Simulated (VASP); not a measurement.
# Sb: single point with PBEsol

The system is Sb.

```
CELL_PARAMETERS angstrom
0.00000 2.37124 2.37124
2.13412 0.00000 2.37124
2.13412 2.37124 0.00000
ATOMIC_POSITIONS crystal
Sb 0.00000 0.00000 0.00000
```

This cell differs from its parent crystal: strain -0.1000 x Voigt [1, 0, 0, 0, 0, 0].

```json
{
 "Program": "VASP 6.6.1",
 "Task": "single point",
 "Functional": "PBEsol",
 "Potentials or basis": "VASP PAW PBE potentials, release 64 (Sb)",
 "Cutoff": "520 eV",
 "k mesh": "18 × 18 × 18",
 "Occupations": "gaussian, width 0.15 eV",
 "Spin": "no spin polarisation"
}
```

- Pressure: 7.2 GPa

Stress tensor (GPa, compression positive):
```
4.72 0.00 0.00
0.00 8.41 0.00
0.00 0.00 8.41
```

Levels at points of the mesh, in eV from the Fermi level:
```tsv
k point	band 1	band 2	band 3	band 4	band 5	band 6
(0.00, 0.00, 0.00)	-13.88	6.11	6.30	6.30	10.30	10.30
(0.50, 0.00, 0.00)	-9.42	-6.57	3.34	4.84	8.28	8.61
(0.50, 0.50, 0.00)	-8.00	-5.86	0.59	1.38	4.88	5.07
(0.00, 0.50, 0.50)	-6.43	-4.83	-0.52	-0.52	3.31	3.92
```

Run time: 45 s on 1 thread of Intel Xeon 6975P-C (shared host), peak memory 0.22 GiB.

Caveat: the cell differs from its parent crystal (strain -0.1000 x Voigt [1, 0, 0, 0, 0, 0]); the PAW data sets were made with another functional, which shifts forces and pressure a little; spin-orbit coupling is left out, which moves the levels of the heavy elements.
